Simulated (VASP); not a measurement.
Here is a VASP 6.6.1 calculation.

The input INCAR:

```
PREC = Accurate
ENCUT = 500
EDIFF = 1E-6
ISMEAR = 0
SIGMA = 0.1
LREAL = False
LASPH = True
NELM = 120
ALGO = Normal
ISIF = 2
LWAVE = False
LCHARG = False
NBANDS = 16
GGA_COMPAT = False
```

File KPOINTS:

```
regular mesh
0
Gamma
  6 6 6
```

File POSCAR:

```
ZnS
1.0
    0.0000000000      2.7020000000      2.7020000000
    2.7020000000      0.0000000000      2.7020000000
    2.7020000000      2.7020000000      0.0000000000
Zn S
1 1
Direct
    0.2500000000      0.2500000000      0.2500000000
    0.0000000000      0.0000000000      0.0000000000
```

Potentials or basis: VASP PAW LDA potentials, release 64 (Zn, S).

The run is started by

```sh
$ cat potpaw_LDA.64/Zn/POTCAR potpaw_LDA.64/S/POTCAR > POTCAR
$ mpirun -np 1 vasp_std > vasp.out
```

Problem. Predict the pressure.

Solution. -4.3 GPa.

Problem. What does it give for the band gap on the k mesh?

Solution. 1.89 eV.

Caveat: the cell stands under tension.
